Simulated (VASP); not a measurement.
A run of VASP 6.6.1 is set up as follows.

INCAR

```
SYSTEM = Sn12HO23
  PREC = Accurate
  ENCUT = 520
  EDIFF = 1E-7
  ISMEAR = 0
  SIGMA = 0.05
  LREAL = Auto
  LASPH = .True.
  NELM = 150
  ALGO = Normal
  ISIF = 2
  LWAVE = .False.
  LCHARG = .False.
  ISPIN = 2
  MAGMOM = 0 0 0 0 0 0 0.5 0 0 0.5 0 0.5 0.5 0 0 0 0 0 0 0 0 0 0 0 0 0 0 0 0 0 0 0 0 0 0 0
  LORBIT = 11
  GGA = PE
  NBANDS = 182
  LUSENCCL = .False.
```

KPOINTS

```
Automatic mesh
0
Gamma
  2 2 1
  0 0 0
```

Contents of POSCAR:

```
Sn12HO23
1.0
   -5.3733100000      5.3733100000      1.6162330000
   -5.3733100000     -5.3733100000      1.6162330000
    0.0000000000      0.0000000000      9.6973980000
Sn H O
12 1 23
Direct
    0.1838525682      0.4803374989      0.0565543413
    0.1874477081      0.4834007153      0.3903809089
    0.1865561499      0.4823221543      0.7222823287
    0.4790884578      0.8184835924      0.1167693765
    0.4826289082      0.8178809533      0.4512027926
    0.4815156835      0.8173441375      0.7832520725
    0.5182964035      0.1816564846      0.2162389610
    0.5215934137      0.1833017227      0.5494021527
    0.5197013282      0.1824380543      0.8827373676
    0.8245123213      0.5335099633      0.2841064327
    0.8192919119      0.5192024950      0.6119940140
    0.8208349612      0.5265910876      0.9363899034
    0.6909827180      0.3611799003      0.1490768845
    0.7064972103      0.3843562761      0.4841681743
    0.7047960655      0.3824775941      0.8208760045
    0.3817573633      0.2958588209      0.0533239523
    0.3869086187      0.2999729624      0.3853849107
    0.3869330660      0.2996817132      0.7192932064
    0.6134670544      0.6974010305      0.2800234403
    0.6183228805      0.7016216804      0.6143076909
    0.6136245198      0.6969486434      0.9500894005
    0.2952641149      0.6184744373      0.1808449503
    0.2998100766      0.6186278639      0.5148252558
    0.2947298391      0.6191551392      0.8492760646
    0.0471327273      0.3674990349      0.2656481523
    0.0527473425      0.3648542485      0.5977166778
    0.0474574007      0.3651819924      0.9326260751
    0.3649478860      0.9503611011      0.2816482572
    0.3654072972      0.9513973535      0.6138494943
    0.3639272699      0.9498811658      0.9471730997
    0.9389930951      0.6325307834      0.0721668321
    0.9547352546      0.6449542558      0.4057820832
    0.9525483853      0.6409558981      0.7335898634
    0.6380139030      0.0502913786      0.0516672275
    0.6398711288      0.0520324222      0.3839927642
    0.6386629815      0.0510682705      0.7188801941
```

Potentials or basis: VASP PAW PBE potentials, release 64 (Sn_d, H, O).

The run is started by

```console
$ cat potpaw_PBE.64/Sn_d/POTCAR potpaw_PBE.64/H/POTCAR potpaw_PBE.64/O/POTCAR > POTCAR
$ mpirun -np 1 vasp_std > vasp.out
```

Estimate the net moment.

0.00 μB per cell.

Predict the pressure.

3.0 GPa.

Stress tensor (GPa, compression positive):
```
 2.32 -0.09 -0.23
-0.09  2.54  0.05
-0.23  0.05  4.22
```

Caveat: the k points lie up to 0.68 Å⁻¹ apart.
